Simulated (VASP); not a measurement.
# ZnS: single point with PBE

Crystal: ZnS.

```
CELL_PARAMETERS angstrom
0.00000 2.61920 2.61920
2.61920 0.00000 2.61920
2.61920 2.61920 0.00000
ATOMIC_POSITIONS crystal
Zn 0.25000 0.25000 0.25000
S 0.00000 0.00000 0.00000
```

This cell differs from its parent crystal: strain -2.8%.

```yaml
Program: VASP 6.6.1
Task: single point
Functional: PBE
Potentials_or_basis: VASP PAW PBE potentials, release 64 (Zn, S)
Cutoff: 520 eV
k_mesh: 8 × 8 × 8
Occupations: fermi-dirac, width 0.02 eV
Spin: no spin polarisation
```

- Pressure: 10.6 GPa
- Band gap on the k mesh: 2.53 eV

Levels at points of the mesh, in eV from the valence-band top:
```tsv
k point	band 6	band 7	band 8	band 9	band 10	band 11	band 12	band 13
(0.00, 0.00, 0.00)	-6.15	0.00	0.00	0.00	2.53	6.31	6.31	6.31
(0.50, 0.00, 0.00)	-6.01	-5.85	-1.01	-1.01	3.49	6.85	6.85	9.21
(0.50, 0.50, 0.00)	-5.90	-4.94	-2.58	-2.58	3.18	4.03	11.68	12.61
```

It took 24 s on 1 thread of AMD EPYC 7R13 (shared host), peak memory 0.13 GiB.

Caveat: the cell differs from its parent crystal (strain -2.8%); the cell stands under pressure.
